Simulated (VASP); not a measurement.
# InSe2 (Fd-3m) in VASP: notebook

The runs below take InSe2 through single point, relaxation of cell and atoms, with PBE.

Program: VASP 6.6.1. These are calculated values, not measurements. Logs are shortened: lines on timing, memory, paths and dates and some standing lists are left out, and cuts for length are marked.

**1. The cell of the first run**

The structure is cubic, space group Fd-3m (No. 227). The conventional cell has a = 8.374 Å, b = 8.374 Å, c = 8.374 Å, α = 90.00°, β = 90.00°, γ = 90.00°. In (site symmetry -43m) has 12 Se at 3.47 Å and 4 In at 3.63 Å within 4.6 Å. Within 3.9 Å of Se (site symmetry -3m) lie 6 Se at 2.96 Å and 6 In at 3.47 Å.

**2. Single point, PBE**

File INCAR:

```
PREC = Accurate ; ENCUT = 520
EDIFF = 1E-7 ; ISMEAR = 0
SIGMA = 0.1 ; LREAL = False
LASPH = True ; NELM = 80
ALGO = Normal ; ISIF = 2
LWAVE = False ; LCHARG = True
GGA = PE ; LELF = True
LVHAR = True ; NBANDS = 34
```

File KPOINTS:

```
Automatic mesh
0
Gamma
  4 4 4
```

File POSCAR:

```
InSe2
1.0
    0.0000000000      4.1871067836      4.1871067836
    4.1871067836      0.0000000000      4.1871067836
    4.1871067836      4.1871067836      0.0000000000
In Se
2 4
Direct
    0.0000000000      0.0000000000      0.0000000000
    0.2500000000      0.2500000000      0.2500000000
    0.6250000000      0.6250000000      0.6250000000
    0.1250000000      0.6250000000      0.6250000000
    0.6250000000      0.6250000000      0.1250000000
    0.6250000000      0.1250000000      0.6250000000
```

Potentials or basis: VASP PAW PBE potentials, release 64 (In_d, Se).

Command:

```
$ cat potpaw_PBE.64/In_d/POTCAR potpaw_PBE.64/Se/POTCAR > POTCAR
$ mpirun -np 1 vasp_std > vasp.out
```

OUTCAR:

```text
PREC = Accurate
   ENCUT = 520
   EDIFF = 1E-7
   ISMEAR = 0
   LREAL = False
   LASPH = True
   NELM = 80
   ISIF = 2
   GGA = PE

 ion  position               nearest neighbor table
   1  0.000  0.000  0.000-   2 3.63   2 3.63   2 3.63   2 3.63
   2  0.250  0.250  0.250-   1 3.63   1 3.63   1 3.63   1 3.63
   3  0.625  0.625  0.625-
   4  0.125  0.625  0.625-
   5  0.625  0.625  0.125-
   6  0.625  0.125  0.625-

  LATTYP: Found a face centered cubic cell.
 ALAT       =     8.3742135672

  Lattice vectors:

 A1 = (   0.0000000000,   4.1871067836,   4.1871067836)
 A2 = (   4.1871067836,   0.0000000000,   4.1871067836)
 A3 = (   4.1871067836,   4.1871067836,   0.0000000000)

Analysis of symmetry for initial positions (statically):
=====================================================================
 Subroutine PRICEL returns:
 Original cell was already a primitive cell.

 Routine SETGRP: Setting up the symmetry group for a
 face centered cubic supercell.

 Subroutine GETGRP returns: Found 48 space group operations
 (whereof 24 operations were pure point group operations)
 out of a pool of 48 trial point group operations.

The static configuration has the point symmetry T_d .
 The point group associated with its full space group is O_h .

Analysis of symmetry for dynamics (positions and initial velocities):
=====================================================================
 Subroutine PRICEL returns:
 Original cell was already a primitive cell.

 Routine SETGRP: Setting up the symmetry group for a
 face centered cubic supercell.

 Subroutine GETGRP returns: Found 48 space group operations
 (whereof 24 operations were pure point group operations)
 out of a pool of 48 trial point group operations.

The dynamic configuration has the point symmetry T_d .
 The point group associated with its full space group is O_h .

 Subroutine INISYM returns: Found 48 space group operations
 (whereof 24 operations are pure point group operations),
 and found     1 'primitive' translations

----------------------------------------------------------------------------------------

                                     Primitive cell

  volume of cell :     146.8156

  direct lattice vectors                    reciprocal lattice vectors
     0.000000000  4.187106784  4.187106784    -0.119414198  0.119414198  0.119414198
     4.187106784  0.000000000  4.187106784     0.119414198 -0.119414198  0.119414198
     4.187106784  4.187106784  0.000000000     0.119414198  0.119414198 -0.119414198

  length of vectors
     5.921463200  5.921463200  5.921463200     0.206831459  0.206831459  0.206831459

  position of ions in fractional coordinates (direct lattice)
     0.000000000  0.000000000  0.000000000
     0.250000000  0.250000000  0.250000000
     0.625000000  0.625000000  0.625000000
     0.125000000  0.625000000  0.625000000
     0.625000000  0.625000000  0.125000000
     0.625000000  0.125000000  0.625000000

  ion indices of the primitive-cell ions
   primitive index   ion index
                 1           1
                 2           2
                 3           3
                 4           4
                 5           5
                 6           6

----------------------------------------------------------------------------------------

 KPOINTS: Automatic mesh

Automatic generation of k-mesh.
 Grid dimensions read from file:
 generate k-points for:    4    4    4

 Generating k-lattice:

  Cartesian coordinates                     Fractional coordinates (reciprocal lattice)
    -0.029853550  0.029853550  0.029853550     0.250000000  0.000000000  0.000000000
     0.029853550 -0.029853550  0.029853550     0.000000000  0.250000000  0.000000000
     0.029853550  0.029853550 -0.029853550     0.000000000  0.000000000  0.250000000

  Length of vectors
     0.051707865  0.051707865  0.051707865

  Shift w.r.t. Gamma in fractional coordinates (k-lattice)
     0.000000000  0.000000000  0.000000000

 Subroutine IBZKPT returns following result:
 ===========================================

 Found      8 irreducible k-points:

 Following reciprocal coordinates:
            Coordinates               Weight
  0.000000  0.000000  0.000000      1.000000
  0.250000  0.000000  0.000000      8.000000
  0.500000  0.000000  0.000000      4.000000
  0.250000  0.250000  0.000000      6.000000
  0.500000  0.250000  0.000000     24.000000
 -0.250000  0.250000  0.000000     12.000000
  0.500000  0.500000  0.000000      3.000000
 -0.250000  0.500000  0.250000      6.000000
   k-points           NKPTS =      8   k-points in BZ     NKDIM =      8   number of bands    NBANDS=     34
   number of dos      NEDOS =    301   number of ions     NIONS =      6
   total plane-waves  NPLWV = 110592
   dimension x,y,z NGX =    48 NGY =   48 NGZ =   48
   dimension x,y,z NGXF=    96 NGYF=   96 NGZF=   96
   ions per type =               2   4
   NGX,Y,Z   is equivalent  to a cutoff of  13.48, 13.48, 13.48 a.u.
   NGXF,Y,Z  is equivalent  to a cutoff of  26.95, 26.95, 26.95 a.u.
 SYSTEM =  unknown system
   PREC   = accura    normal or accurate (medium, high low for compatibility)
   ISTART =      0    job   : 0-new  1-cont  2-samecut
   ICHARG =      2    charge: 1-file 2-atom 10-const
   ISPIN  =      1    spin polarized calculation?
   LNONCOLLINEAR =      F non collinear calculations
   LSORBIT =      F    spin-orbit coupling
   LASPH  =      T    aspherical Exc in radial PAW
   ENCUT  =  520.0 eV  38.22 Ry    6.18 a.u.  11.01 11.01 11.01*2*pi/ulx,y,z
   NELM   =     80;   NELMIN=  2; NELMDL= -5     # of ELM steps
   EDIFF  = 0.1E-06   stopping-criterion for ELM
   LREAL  =      F    real-space projection
   EDIFFG = 0.1E-05   stopping-criterion for IOM
   NSW    =      0    number of steps for IOM
   IBRION =     -1    ionic relax: 0-MD 1-quasi-New 2-CG
   NFREE  =      0    steps in history (QN), initial steepest desc. (CG)
   ISIF   =      2    stress and relaxation
   ISYM   =      2    0-nonsym 1-usesym 2-fastsym
   POTIM  = 0.5000    time-step for ionic-motion
   TEBEG  =    0.0;   TEEND  =   0.0 temperature during run
   PSTRESS=    0.0 pullay stress
   NELECT =      50.0000    total number of electrons
   NUPDOWN=      -1.0000    fix difference up-down
   EMIN   =  10.00;   EMAX   =-10.00  energy-range for DOS
   EFERMI =   0.00;   METHOD = LEGACY
   ISMEAR =     0;   SIGMA  =   0.10  broadening in eV -4-tet -1-fermi 0-gaus
   EFERMI_NEDOS =   21; number of points for ismear=-14 and -15
   IALGO  =     38    algorithm
   IMIX   =      4    mixing-type and parameters
     AMIX     =   0.40;   BMIX     =  1.00
     AMIX_MAG =   1.60;   BMIX_MAG =  1.00
  volume/ion in A,a.u.               =      24.47       165.13
  Fermi-wavevector in a.u.,A,eV,Ry     =   1.143249  2.160427 17.783061  1.307018
  Thomas-Fermi vector in A             =   2.279945
   LORBIT       =      0    0 simple, 1 ext, 2 COOP (PROOUT), +10 PAW based schemes
   GGA     = PE    functional components
   LHFCALC =     F    Hartree Fock is set to
   AEXX    =    0.0000 exact exchange contribution
   IVDW    =     0    specifies the selected vdW correction
   LEPSILON=     F    determine dielectric tensor
   LRPA    =     F    only Hartree local field effects (RPA)
 non-spin polarized calculation
 Gauss-broadening in eV      SIGMA  =   0.10
  energy-cutoff  :      520.00
  volume of cell :      146.82
 maximum number of plane-waves:      3984
 NGX is ok and might be reduce to    48
   NGX = 21   NGY = 21   NGZ = 21

 number of electron      50.0000002 magnetization

 Free energy of the ion-electron system (eV)
  ---------------------------------------------------
  ext. energy  EPLUGINS =         0.00000000
  ---------------------------------------------------
  free energy    TOTEN  =       -17.58940267 eV

  energy without entropy =      -17.54724426  energy(sigma->0) =      -17.56832347

 E-fermi :   5.4189     XC(G=0):  -9.9359

 val. band max:        5.3826568679   @ k =   0.2500   0.2500   0.0000
 cond. band min:       5.4255247649   @ k =   0.5000   0.2500   0.0000
 fundamental gap:      0.0428678970
 Fermi energy:         5.4188817040

 k-point     1 :       0.0000    0.0000    0.0000
  band No.  band energies     occupation
      1      -9.7271      2.00000
      2      -9.0450      2.00000
      3      -9.0450      2.00000
      4      -9.0450      2.00000
      5      -9.0272      2.00000
      6      -9.0272      2.00000
[... 26 lines left out ...]
     33      11.8502      0.00000
     34      11.8502      0.00000

 k-point     2 :       0.2500    0.0000    0.0000
  band No.  band energies     occupation
      1      -9.5084      2.00000
      2      -9.0523      2.00000
      3      -9.0523      2.00000
      4      -9.0284      2.00000
      5      -9.0187      2.00000
      6      -9.0187      2.00000
[... 26 lines left out ...]
     33      11.2251      0.00000
     34      11.2251      0.00000

 k-point     3 :       0.5000    0.0000    0.0000
  band No.  band energies     occupation
      1      -9.2276      2.00000
      2      -9.0442      2.00000
      3      -9.0442      2.00000
      4      -9.0299      2.00000
      5      -9.0299      2.00000
      6      -8.9803      2.00000
[... 26 lines left out ...]
     33      10.2317      0.00000
     34      10.4836      0.00000

 k-point     4 :       0.2500    0.2500    0.0000
  band No.  band energies     occupation
      1      -9.4353      2.00000
      2      -9.0753      2.00000
      3      -9.0426      2.00000
      4      -9.0426      2.00000
      5      -9.0148      2.00000
      6      -9.0009      2.00000
[... 26 lines left out ...]
     33      10.7424      0.00000
     34      10.7424      0.00000

 k-point     5 :       0.5000    0.2500    0.0000
  band No.  band energies     occupation
      1      -9.1880      2.00000
      2      -9.0794      2.00000
      3      -9.0471      2.00000
      4      -9.0090      2.00000
      5      -9.0090      2.00000
      6      -8.9978      2.00000
[... 26 lines left out ...]
     33       9.9921      0.00000
     34      10.2538      0.00000

 k-point     6 :      -0.2500    0.2500    0.0000
  band No.  band energies     occupation
      1      -9.2559      2.00000
      2      -9.0596      2.00000
      3      -9.0405      2.00000
      4      -9.0199      2.00000
      5      -9.0058      2.00000
      6      -8.9942      2.00000
[... 26 lines left out ...]
     33      10.3026      0.00000
     34      10.6506      0.00000

 k-point     7 :       0.5000    0.5000    0.0000
  band No.  band energies     occupation
      1      -9.1253      2.00000
      2      -9.1253      2.00000
      3      -9.0470      2.00000
      4      -9.0470      2.00000
      5      -8.9860      2.00000
      6      -8.9860      2.00000
[... 26 lines left out ...]
     33       9.1019      0.00000
     34       9.1019      0.00000

 k-point     8 :      -0.2500    0.5000    0.2500
  band No.  band energies     occupation
      1      -9.1240      2.00000
      2      -9.1240      2.00000
      3      -9.0092      2.00000
      4      -9.0092      2.00000
      5      -9.0080      2.00000
      6      -9.0080      2.00000
[... 26 lines left out ...]
     33      10.1545      0.00000
     34      10.1545      0.00000

------------------------ aborting loop because EDIFF is reached ----------------------------------------

  FORCE on cell =-STRESS in cart. coord.  units (eV):
  Direction    XX          YY          ZZ          XY          YZ          ZX
  --------------------------------------------------------------------------------------
  -------------------------------------------------------------------------------------
  Total        2.5732230      2.5732230      2.5732230      0.0000000      0.0000000      0.0000000
  in kB       28.0812158     28.0812158     28.0812158      0.0000000      0.0000000      0.0000000
  external PRESSURE =      28.0812158 kB  Pullay stress =       0.0000000 kB

 VOLUME and BASIS-vectors are now :
 -----------------------------------------------------------------------------
  energy-cutoff  :      520.00
  volume of cell :      146.82
      direct lattice vectors                 reciprocal lattice vectors
     0.000000000  4.187106784  4.187106784    -0.119414198  0.119414198  0.119414198
     4.187106784  0.000000000  4.187106784     0.119414198 -0.119414198  0.119414198
     4.187106784  4.187106784  0.000000000     0.119414198  0.119414198 -0.119414198

 POSITION                                       TOTAL-FORCE (eV/Angst)
 -----------------------------------------------------------------------------------
      0.00000      0.00000      0.00000         0.000000      0.000000      0.000000
      2.09355      2.09355      2.09355        -0.000000     -0.000000     -0.000000
      5.23388      5.23388      5.23388         0.000000     -0.000000      0.000000
      5.23388      3.14033      3.14033         0.000000     -0.000000      0.000000
      3.14033      3.14033      5.23388         0.000000     -0.000000      0.000000
      3.14033      5.23388      3.14033         0.000000     -0.000000      0.000000
 -----------------------------------------------------------------------------------
    total drift:                               -0.000000      0.000000     -0.000000

  FREE ENERGIE OF THE ION-ELECTRON SYSTEM (eV)
  ---------------------------------------------------
  free  energy   TOTEN  =       -17.5894026653 eV

  energy  without entropy=      -17.5472442649  energy(sigma->0) =      -17.56832347
```

Run time: 34 s. Hardware: 1 thread of Intel Xeon 6975P-C (Granite Rapids), shared host; peak memory 0.32 GiB.

What came out:

```yaml
Free_energy: -17.5894 eV
Pressure: 2.8 GPa
Band_gap_on_the_k_mesh: zero (bands 25 and 26 overlap by 0.99 eV)
```

Caveat: spin-orbit coupling is left out, which moves the levels of the heavy elements.

(Continued in part 2 of 2.)
